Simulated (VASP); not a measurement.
Set up this calculation in VASP 6.6.1, as the native input.

```yaml
Task: single point
Functional: LDA
Potentials_or_basis: VASP PAW LDA potentials, release 64 (Ti_sv, B)
Cutoff: 520 eV
k_mesh: 10 × 10 × 9
Occupations: fermi-dirac, width 0.1 eV
Spin: no spin polarisation
Dipole_correction: no
Further_INCAR_settings: ALGO = Normal; EDIFF = 1e-06; NBANDS = 16
```

The structure of TiB2 lies in POSCAR:

```
TiB2
1.0
    2.8932454039      0.0000000000      0.0000000000
   -1.4466227019      2.5056240191      0.0000000000
    0.0000000000      0.0000000000      3.0150585803
Ti B
1 2
Direct
    0.0000000000      0.0000000000      0.0000000000
    0.3333333333      0.6666666667      0.5000000000
    0.6666666667      0.3333333333      0.5000000000
```

These files were run (other wordings do the same):

INCAR

```
SYSTEM = TiB2
PREC = Accurate
ENCUT = 520
EDIFF = 1E-6
ISMEAR = -1
SIGMA = 0.1
LREAL = .False.
LASPH = .True.
NELM = 80
ALGO = Normal
ISIF = 2
LWAVE = .False.
LCHARG = .False.
NBANDS = 16
```

KPOINTS

```
Automatic mesh
0
Gamma
  10 10 9
  0 0 0
```

Potentials or basis: VASP PAW LDA potentials, release 64 (Ti_sv, B).

The run is started by

```console
$ cat potpaw_LDA.64/Ti_sv/POTCAR potpaw_LDA.64/B/POTCAR > POTCAR
$ mpirun -np 1 vasp_std > vasp.out
```

It gave:

| Property | Result |
| --- | --- |
| Pressure | 40.7 GPa |
| Band gap on the k mesh | zero (band 9 reaches 12.20 eV, above the bottom of band 10 at 11.48 eV) |

Run time: 12 s on 1 thread of Intel(R) Xeon(R) Platinum 8488C (Sapphire Rapids) (shared host), peak memory 0.14 GiB.
